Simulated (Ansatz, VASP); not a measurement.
One calculation of PtS2, two programs

Contents of INCAR:

```
PREC = Accurate
ENCUT = 500
EDIFF = 1E-6
ISMEAR = -1
SIGMA = 0.05
LREAL = False
LASPH = True
NELM = 100
ALGO = Fast
ISIF = 2
LWAVE = False
LCHARG = False
LMAXMIX = 4
GGA = PE
```

KPOINTS

```
regular mesh
0
Gamma
  9 9 5
```

Contents of POSCAR:

```
PtS2
1.0
    3.5432000000      0.0000000000      0.0000000000
   -1.7716000000      3.0685012107      0.0000000000
    0.0000000000      0.0000000000      5.0388000000
Pt S
1 2
Direct
    0.0000000000      0.0000000000      0.0000000000
    0.6666666667      0.3333333333      0.7730000000
    0.3333333333      0.6666666667      0.2270000000
```

Contents of KPOINTS_OPT:

```
path GMKGALHA,LM,KH
10
line-mode
reciprocal
 0.0000000000  0.0000000000  0.0000000000  G
 0.5000000000  0.0000000000  0.0000000000  M

 0.5000000000  0.0000000000  0.0000000000  M
 0.3333333333  0.3333333333  0.0000000000  K

 0.3333333333  0.3333333333  0.0000000000  K
 0.0000000000  0.0000000000  0.0000000000  G

 0.0000000000  0.0000000000  0.0000000000  G
 0.0000000000  0.0000000000  0.5000000000  A

 0.0000000000  0.0000000000  0.5000000000  A
 0.5000000000  0.0000000000  0.5000000000  L

 0.5000000000  0.0000000000  0.5000000000  L
 0.3333333333  0.3333333333  0.5000000000  H

 0.3333333333  0.3333333333  0.5000000000  H
 0.0000000000  0.0000000000  0.5000000000  A

 0.5000000000  0.0000000000  0.5000000000  L
 0.5000000000  0.0000000000  0.0000000000  M

 0.3333333333  0.3333333333  0.0000000000  K
 0.3333333333  0.3333333333  0.5000000000  H
```

Contents of input.yaml:

```yaml
crystal:
  lattice:
    - [3.5432, 0.0, 0.0]
    - [-1.7716, 3.0685012107, 0.0]
    - [0.0, 0.0, 5.0388]
  atoms:
    - { symbol: Pt, position: [0.0, 0.0, 0.0] }
    - { symbol: S, position: [0.6666666667, 0.3333333333, 0.773] }
    - { symbol: S, position: [0.3333333333, 0.6666666667, 0.227] }
hamiltonian:
  xc: pbe
  pseudopotentials: { kind: paw }
kpoints:
  mp_grid: { grid: [9, 9, 5] }
  band_path:
    path:
      - [[0.0, 0.0, 0.0], [0.5, 0.0, 0.0], [0.3333333333, 0.3333333333, 0.0], [0.0, 0.0, 0.0], [0.0, 0.0, 0.5], [0.5, 0.0, 0.5], [0.3333333333, 0.3333333333, 0.5], [0.0, 0.0, 0.5]]
      - [[0.5, 0.0, 0.5], [0.5, 0.0, 0.0]]
      - [[0.3333333333, 0.3333333333, 0.0], [0.3333333333, 0.3333333333, 0.5]]
    npoints: 14
scf:
  occupations: { method: fermi_dirac, width: 0.05 }
  n_extra_bands: 7
output:
  forces: true
  stress: true
  eigenvalues: true
  fatbands: false
  write_density: true
  write_potential: true
  elf: true
  volumetric_format: npy
```

Alike in both runs: task band structure; functional PBE; k mesh 9 × 9 × 5; occupations fermi-dirac, width 0.05 eV; no spin polarisation.

|  | VASP | Ansatz |
| --- | --- | --- |
| version | VASP 6.6.1 | Ansatz 0.2.0 |
| potentials or method | VASP PAW PBE potentials, release 64 (Pt, S) | Ansatz PAW |
| plane-wave cutoff (eV) | 500 | 420 |
| valence electrons in the cell | 22 | 30 |

```csv
,VASP,Ansatz,Ansatz less VASP
gap on the k mesh at the Fermi level (eV),1.03,1.02,-0.015
least direct gap on the mesh (eV),1.08,1.07,-0.009
pressure (GPa),11.1,11.6,+0.53
"traceless stress, the component that is largest in VASP (GPa)",-1.00,-1.17,-0.175
rms of the force components (eV/Å),0.571,0.592,+0.0213
```

Atom by atom the forces differ by 0.021 eV/Å (rms over components). VASP's potentials hold 22 valence electrons a cell and Ansatz's 30, so a difference there can come from the potentials and not from the codes.

Spin-orbit coupling is off throughout.
